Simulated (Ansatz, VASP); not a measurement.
## BeZn2O3: VASP beside Ansatz

```
Be Zn O
1.0
     3.75166    0.00000    0.00000
     0.00000    3.75166    0.00000
     0.00000    0.00000    5.46077
Be Zn O
1 2 3
Direct
  0.50000 0.50000 0.23000
  0.00000 0.00000 0.17865
  0.50000 0.50000 0.82051
  0.50000 0.00000 0.06472
  0.00000 0.50000 0.06472
  0.50000 0.50000 0.49257
```

Alike in both runs: functional PBE; k mesh 3 × 3 × 2; occupations gaussian, width 0.15 eV; no spin polarisation.

Ansatz relaxed the structure, and its values are those at the end. VASP's run is a single point on that final structure, the one shown.

|  | VASP | Ansatz |
| --- | --- | --- |
| version | VASP 6.6.1 | Ansatz 0.2.0 |
| potentials or method | VASP PAW PBE potentials, release 64 (Be, Zn, O_h), cutoff 1340 eV | scalar-relativistic, plane waves, PAW |
| valence electrons in the cell | 44 | 44 |

Ansatz gave:

* gap on the k mesh at the Fermi level (eV): 0.63
* least direct gap on the mesh (eV): 1.36
* pressure (GPa): 0.1
* rms of the force components (eV/Å): 0.005

Question: What did VASP give for the same quantities?

Answer: gap on the k mesh at the Fermi level (eV): 0.61; least direct gap on the mesh (eV): 1.34; pressure (GPa): 0.6; rms of the force components (eV/Å): 0.052.

The k mesh is coarse, so the values compare programs but aren't converged.
